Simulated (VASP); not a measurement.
Here is a VASP 6.6.1 calculation.

The input INCAR:

```
SYSTEM = Rb
PREC = Accurate
ENCUT = 520
EDIFF = 1E-6
ISMEAR = -1
SIGMA = 0.1
LREAL = .False.
LASPH = .True.
NELM = 80
ALGO = Normal
ISIF = 2
LWAVE = .False.
LCHARG = .False.
GGA = RP
NBANDS = 16
```

Contents of KPOINTS:

```
regular mesh
0
Gamma
  7 7 4
  0 0 0
```

File POSCAR:

```
Rb
1.0
    5.2082014682      0.0000000000      0.0000000000
   -2.6041007341      4.5104347795      0.0000000000
    0.0000000000      0.0000000000      8.5876035586
Rb
2
Direct
    0.3333333333      0.6666666667      0.2500000000
    0.6666666667      0.3333333333      0.7500000000
```

Potentials or basis: VASP PAW PBE potentials, release 64 (Rb_sv).

Run with:

```bash
$ cat potpaw_PBE.64/Rb_sv/POTCAR > POTCAR
$ mpirun -np 1 vasp_std > vasp.out
```

**Question.** What does it give for the band gap on the k mesh?

**Answer.** Zero (bands 9 and 10 overlap by 1.83 eV).

**Question.** Estimate the pressure.

**Answer.** 0.0 GPa.

Caveat: the PAW data sets were made with another functional, which shifts forces and pressure a little.
